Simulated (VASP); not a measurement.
# In (P6_3/mmc) in VASP: further runs

In is run at these levels: PBE; tasks: single point.

All numbers are computed with VASP 6.6.1; they aren't measurements. Logs are shortened: lines on timing, memory, paths and dates and some standing lists are left out, and cuts for length are marked.

## Step 1: The cell of the first run

Symmetry: P6_3/mmc, No. 194, hexagonal system. The conventional cell has a = 3.400 Å, b = 3.400 Å, c = 5.526 Å, α = 90.00°, β = 90.00°, γ = 120.00°. Within 4.5 Å of In (site symmetry -6m2) lie 12 In at 3.39 to 3.40 Å.

## Step 2: Single point, PBE

File INCAR:

```
SYSTEM = In
PREC     = Accurate       ! precision mode
ENCUT    = 520            ! plane-wave cutoff, eV
EDIFF    = 1E-6           ! SCF threshold, eV
ISMEAR   = -1             ! smearing method
SIGMA    = 0.1            ! smearing width, eV
LREAL    = .FALSE.        ! projectors in reciprocal space
LASPH    = .TRUE.         ! aspherical terms in the spheres
NELM     = 100            ! most SCF steps
ALGO     = Normal         ! electronic algorithm
ISIF     = 2              ! what is computed and relaxed
LWAVE    = .FALSE.        ! write WAVECAR
LCHARG   = .TRUE.         ! write CHGCAR
GGA      = PE             ! functional
LELF     = .TRUE.         ! ELF
LVHAR    = .TRUE.       
NBANDS   = 20             ! bands
```

File KPOINTS:

```
Automatic mesh
0
G
  11 11 6
  0 0 0
```

File POSCAR:

```
In
1.0
    3.4000647759      0.0000000000      0.0000000000
   -1.7000323879      2.9445424705      0.0000000000
    0.0000000000      0.0000000000      5.5260131684
In
2
Direct
    0.3333333333      0.6666666667      0.2500000000
    0.6666666667      0.3333333333      0.7500000000
```

Potentials or basis: VASP PAW PBE potentials, release 64 (In_d).

The run is started by

```console
> cat potpaw_PBE.64/In_d/POTCAR > POTCAR
> mpirun -np 1 vasp_std > vasp.out
```

OUTCAR:

```text
SYSTEM = In
   PREC = Accurate
   ENCUT = 520
   EDIFF = 1E-6
   ISMEAR = -1
   LREAL = .FALSE.
   LASPH = .TRUE.
   NELM = 100
   ISIF = 2
   GGA = PE

 ion  position               nearest neighbor table
   1  0.333  0.667  0.250-   2 3.39   2 3.39   2 3.39   2 3.39   2 3.39   2 3.39
   2  0.667  0.333  0.750-   1 3.39   1 3.39   1 3.39   1 3.39   1 3.39   1 3.39

  LATTYP: Found a hexagonal cell.
 ALAT       =     3.4000647759
 C/A-ratio  =     1.6252670265

  Lattice vectors:

 A1 = (   3.4000647759,   0.0000000000,   0.0000000000)
 A2 = (  -1.7000323879,   2.9445424705,   0.0000000000)
 A3 = (   0.0000000000,   0.0000000000,   5.5260131684)

Analysis of symmetry for initial positions (statically):
=====================================================================
 Subroutine PRICEL returns:
 Original cell was already a primitive cell.

 Routine SETGRP: Setting up the symmetry group for a
 hexagonal supercell.

 Subroutine GETGRP returns: Found 24 space group operations
 (whereof 12 operations were pure point group operations)
 out of a pool of 24 trial point group operations.

The static configuration has the point symmetry D_3d.
 The point group associated with its full space group is D_6h.

Analysis of symmetry for dynamics (positions and initial velocities):
=====================================================================
 Subroutine PRICEL returns:
 Original cell was already a primitive cell.

 Routine SETGRP: Setting up the symmetry group for a
 hexagonal supercell.

 Subroutine GETGRP returns: Found 24 space group operations
 (whereof 12 operations were pure point group operations)
 out of a pool of 24 trial point group operations.

The dynamic configuration has the point symmetry D_3d.
 The point group associated with its full space group is D_6h.

 Subroutine INISYM returns: Found 24 space group operations
 (whereof 12 operations are pure point group operations),
 and found     1 'primitive' translations

----------------------------------------------------------------------------------------

                                     Primitive cell

  volume of cell :      55.3244

  direct lattice vectors                    reciprocal lattice vectors
     3.400064776  0.000000000  0.000000000     0.294112044  0.169805668  0.000000000
    -1.700032388  2.944542471  0.000000000     0.000000000  0.339611335  0.000000000
     0.000000000  0.000000000  5.526013168     0.000000000  0.000000000  0.180962290

  length of vectors
     3.400064776  3.400064776  5.526013168     0.339611335  0.339611335  0.180962290

  position of ions in fractional coordinates (direct lattice)
     0.333333333  0.666666667  0.250000000
     0.666666667  0.333333333  0.750000000

  ion indices of the primitive-cell ions
   primitive index   ion index
                 1           1
                 2           2

----------------------------------------------------------------------------------------

 KPOINTS: Automatic mesh

Automatic generation of k-mesh.
 Grid dimensions read from file:
 generate k-points for:   11   11    6

 Generating k-lattice:

  Cartesian coordinates                     Fractional coordinates (reciprocal lattice)
     0.026737459  0.015436879  0.000000000     0.090909091  0.000000000  0.000000000
     0.000000000  0.030873758  0.000000000     0.000000000  0.090909091  0.000000000
     0.000000000  0.000000000  0.030160382     0.000000000  0.000000000  0.166666667

  Length of vectors
     0.030873758  0.030873758  0.030160382

  Shift w.r.t. Gamma in fractional coordinates (k-lattice)
     0.000000000  0.000000000  0.000000000

 Subroutine IBZKPT returns following result:
 ===========================================

 Found     64 irreducible k-points:

 Following reciprocal coordinates:
            Coordinates               Weight
  0.000000  0.000000  0.000000      1.000000
  0.090909  0.000000  0.000000      6.000000
  0.181818  0.000000  0.000000      6.000000
  0.272727  0.000000  0.000000      6.000000
  0.363636  0.000000  0.000000      6.000000
  0.454545  0.000000  0.000000      6.000000
[... 16 lines left out ...]
  0.090909  0.090909  0.166667     12.000000
  0.181818  0.090909  0.166667     24.000000
 [... further k-points ...]
   k-points           NKPTS =     64   k-points in BZ     NKDIM =     64   number of bands    NBANDS=     20
   number of dos      NEDOS =    301   number of ions     NIONS =      2
   total plane-waves  NPLWV =  32928
   dimension x,y,z NGX =    28 NGY =   28 NGZ =   42
   dimension x,y,z NGXF=    56 NGYF=   56 NGZF=   84
   ions per type =               2
   NGX,Y,Z   is equivalent  to a cutoff of  13.69, 13.69, 12.64 a.u.
   NGXF,Y,Z  is equivalent  to a cutoff of  27.38, 27.38, 25.27 a.u.
 SYSTEM =  In
   PREC   = accura    normal or accurate (medium, high low for compatibility)
   ISTART =      0    job   : 0-new  1-cont  2-samecut
   ICHARG =      2    charge: 1-file 2-atom 10-const
   ISPIN  =      1    spin polarized calculation?
   LNONCOLLINEAR =      F non collinear calculations
   LSORBIT =      F    spin-orbit coupling
   LASPH  =      T    aspherical Exc in radial PAW
   ENCUT  =  520.0 eV  38.22 Ry    6.18 a.u.   6.32  6.32 10.27*2*pi/ulx,y,z
   NELM   =    100;   NELMIN=  2; NELMDL= -5     # of ELM steps
   EDIFF  = 0.1E-05   stopping-criterion for ELM
   LREAL  =      F    real-space projection
   EDIFFG = 0.1E-04   stopping-criterion for IOM
   NSW    =      0    number of steps for IOM
   IBRION =     -1    ionic relax: 0-MD 1-quasi-New 2-CG
   NFREE  =      0    steps in history (QN), initial steepest desc. (CG)
   ISIF   =      2    stress and relaxation
   ISYM   =      2    0-nonsym 1-usesym 2-fastsym
   POTIM  = 0.5000    time-step for ionic-motion
   TEBEG  =    0.0;   TEEND  =   0.0 temperature during run
   PSTRESS=    0.0 pullay stress
   NELECT =      26.0000    total number of electrons
   NUPDOWN=      -1.0000    fix difference up-down
   EMIN   =  10.00;   EMAX   =-10.00  energy-range for DOS
   EFERMI =   0.00;   METHOD = LEGACY
   ISMEAR =    -1;   SIGMA  =   0.10  broadening in eV -4-tet -1-fermi 0-gaus
   EFERMI_NEDOS =   21; number of points for ismear=-14 and -15
   IALGO  =     38    algorithm
   IMIX   =      4    mixing-type and parameters
     AMIX     =   0.40;   BMIX     =  1.00
     AMIX_MAG =   1.60;   BMIX_MAG =  1.00
  volume/ion in A,a.u.               =      27.66       186.67
  Fermi-wavevector in a.u.,A,eV,Ry     =   1.272800  2.405244 22.041722  1.620021
  Thomas-Fermi vector in A             =   2.405659
   LORBIT       =      0    0 simple, 1 ext, 2 COOP (PROOUT), +10 PAW based schemes
   GGA     = PE    functional components
   LHFCALC =     F    Hartree Fock is set to
   AEXX    =    0.0000 exact exchange contribution
   IVDW    =     0    specifies the selected vdW correction
   LEPSILON=     F    determine dielectric tensor
   LRPA    =     F    only Hartree local field effects (RPA)
 non-spin polarized calculation
  energy-cutoff  :      520.00
  volume of cell :       55.32
 maximum number of plane-waves:      1520
 NGX is ok and might be reduce to    28
   NGX = 13   NGY = 13   NGZ = 21

 number of electron      26.0000005 magnetization

 Free energy of the ion-electron system (eV)
  ---------------------------------------------------
  ext. energy  EPLUGINS =         0.00000000
  ---------------------------------------------------
  free energy    TOTEN  =        -5.13469371 eV

  energy without entropy =       -5.10477361  energy(sigma->0) =       -5.11973366

 E-fermi :   6.9055     XC(G=0):  -9.9920

 val. band max:        6.8691394775   @ k =   0.2727   0.1818   0.0000
 cond. band min:       6.9195088908   @ k =   0.2727   0.0909   0.0000
 fundamental gap:      0.0503694133
 Fermi energy:         6.9054731209

 k-point     1 :       0.0000    0.0000    0.0000
  band No.  band energies     occupation
      1      -7.7225      2.00000
      2      -7.6704      2.00000
      3      -7.6486      2.00000
      4      -7.6486      2.00000
      5      -7.6239      2.00000
      6      -7.6239      2.00000
[... 12 lines left out ...]
     19      17.5666      0.00000
     20      17.8534      0.00000

 k-point     2 :       0.0909    0.0000    0.0000
  band No.  band energies     occupation
      1      -7.7161      2.00000
      2      -7.6776      2.00000
      3      -7.6341      2.00000
      4      -7.6288      2.00000
      5      -7.6206      2.00000
      6      -7.6051      2.00000
[... 12 lines left out ...]
     19      17.6894      0.00000
     20      18.5778      0.00000

 k-point     3 :       0.1818    0.0000    0.0000
  band No.  band energies     occupation
      1      -7.7355      2.00000
      2      -7.6611      2.00000
      3      -7.6301      2.00000
      4      -7.6189      2.00000
      5      -7.6061      2.00000
      6      -7.5779      2.00000
[... 12 lines left out ...]
     19      16.8635      0.00000
     20      18.3771      0.00000

 k-point     4 :       0.2727    0.0000    0.0000
  band No.  band energies     occupation
      1      -7.7753      2.00000
      2      -7.6646      2.00000
      3      -7.6611      2.00000
      4      -7.6304      2.00000
      5      -7.6014      2.00000
      6      -7.5129      2.00000
[... 12 lines left out ...]
     19      16.0529      0.00000
     20      17.7751      0.00000

 k-point     5 :       0.3636    0.0000    0.0000
  band No.  band energies     occupation
      1      -7.8116      2.00000
      2      -7.7108      2.00000
      3      -7.6776      2.00000
      4      -7.6512      2.00000
      5      -7.5627      2.00000
      6      -7.5324      2.00000
[... 12 lines left out ...]
     19      15.3622      0.00000
     20      17.2022      0.00000
[... 353 lines left out ...]
      6      -7.5300      2.00000
[... 12 lines left out ...]
     19      14.7747      0.00000
     20      16.6313      0.00000

 k-point    22 :       0.4545    0.0000    0.1667
  band No.  band energies     occupation
      1      -7.8224      2.00000
      2      -7.7533      2.00000
      3      -7.6921      2.00000
      4      -7.6457      2.00000
      5      -7.5924      2.00000
      6      -7.5110      2.00000
[... 12 lines left out ...]
     19      14.4166      0.00000
     20      16.3699      0.00000

 k-point    23 :       0.0909    0.0909    0.1667
  band No.  band energies     occupation
      1      -7.7086      2.00000
      2      -7.6860      2.00000
      3      -7.6496      2.00000
      4      -7.6217      2.00000
      5      -7.6124      2.00000
      6      -7.5863      2.00000
[... 12 lines left out ...]
     19      17.0673      0.00000
     20      17.7924      0.00000

 k-point    24 :       0.1818    0.0909    0.1667
  band No.  band energies     occupation
      1      -7.7328      2.00000
      2      -7.6791      2.00000
      3      -7.6587      2.00000
      4      -7.6199      2.00000
      5      -7.6080      2.00000
      6      -7.5526      2.00000
[... 12 lines left out ...]
     19      16.6703      0.00000
     20      17.5625      0.00000

 [... further k-points ...]
[... 5 lines left out ...]
  --------------------------------------------------------------------------------------
  -------------------------------------------------------------------------------------
  Total       -0.0083936     -0.0083936     -0.0293469     -0.0000000      0.0000000      0.0000000
  in kB       -0.2430757     -0.2430757     -0.8498773     -0.0000000      0.0000000      0.0000000
  external PRESSURE =      -0.4453429 kB  Pullay stress =       0.0000000 kB

 VOLUME and BASIS-vectors are now :
 -----------------------------------------------------------------------------
  energy-cutoff  :      520.00
  volume of cell :       55.32
      direct lattice vectors                 reciprocal lattice vectors
     3.400064776  0.000000000  0.000000000     0.294112044  0.169805668  0.000000000
    -1.700032388  2.944542471  0.000000000     0.000000000  0.339611335  0.000000000
     0.000000000  0.000000000  5.526013168     0.000000000  0.000000000  0.180962290

 POSITION                                       TOTAL-FORCE (eV/Angst)
 -----------------------------------------------------------------------------------
     -0.00000      1.96303      1.38150        -0.000000      0.000000      0.000000
      1.70003      0.98151      4.14451         0.000000     -0.000000      0.000000
 -----------------------------------------------------------------------------------
    total drift:                               -0.000000      0.000000      0.000000

  FREE ENERGIE OF THE ION-ELECTRON SYSTEM (eV)
  ---------------------------------------------------
  free  energy   TOTEN  =        -5.1346937114 eV

  energy  without entropy=       -5.1047736050  energy(sigma->0) =       -5.11973366
```

It took 23 s on 1 thread of Intel Xeon 6975P-C (Granite Rapids), shared host; peak memory 0.2 GiB.

What came out:

```
Free energy            : -5.1347 eV
Pressure               : 0.0 GPa
Band gap on the k mesh : zero (band 13 reaches 10.38 eV, above the bottom of band 14 at 4.54 eV)
```

Levels at points of the mesh, in eV from the Fermi level:
```tsv
k point	band 10	band 11	band 12	band 13	band 14	band 15	band 16	band 17
(0.00, 0.00, 0.00)	-14.31	-9.17	-4.24	-3.12	7.90	7.90	9.69	9.69
(0.00, 0.00, 0.50)	-14.37	-7.83	-7.83	3.05	3.05	8.88	8.88	8.88
```

Caveat: spin-orbit coupling is left out, which moves the levels of the heavy elements.

## Step 3: Single point, PBE (volume scaled by 0.88)

File INCAR:

```
PREC = Accurate ; ENCUT = 520
EDIFF = 1E-6 ; ISMEAR = -1
SIGMA = 0.1 ; LREAL = False
LASPH = True ; NELM = 60
ALGO = Normal ; ISIF = 2
LWAVE = False ; LCHARG = True
GGA = PE ; LELF = True
LVHAR = True ; NBANDS = 20
```

File KPOINTS:

```
Automatic mesh
0
Gamma
  12 12 7
```

File POSCAR:

```
In
1.0
    3.2582275765      0.0000000000      0.0000000000
   -1.6291137882      2.8217078526      0.0000000000
    0.0000000000      0.0000000000      5.2954898451
In
2
Direct
    0.3333333333      0.6666666667      0.2500000000
    0.6666666667      0.3333333333      0.7500000000
```

Potentials or basis: VASP PAW PBE potentials, release 64 (In_d).

The run is started by

```console
> cat potpaw_PBE.64/In_d/POTCAR > POTCAR
> mpirun -np 1 vasp_std > vasp.out
```

Run time: 17 s. Hardware: 1 thread of Intel Xeon 6975P-C (Granite Rapids), shared host; peak memory 0.19 GiB.

Results (log left out):

```
Free energy            : -5.0113 eV
Pressure               : 6.1 GPa
Band gap on the k mesh : zero (band 13 reaches 11.35 eV, above the bottom of band 14 at 5.97 eV)
```

Stress tensor (GPa, compression positive):
```
6.32 0.00 0.00
0.00 6.32 0.00
0.00 0.00 5.65
```

Levels at points of the mesh, in eV from the Fermi level:
```
           k point  band 11  band 12  band 13  band 14  band 15  band 16
(0.00, 0.00, 0.00)   -10.10    -4.33    -3.72     8.75     8.75    10.71
(0.50, 0.00, 0.00)    -5.09    -4.48     0.45     0.46     0.85     2.99
```

Caveat: spin-orbit coupling is left out, which moves the levels of the heavy elements.

[end of part 1 of 2]
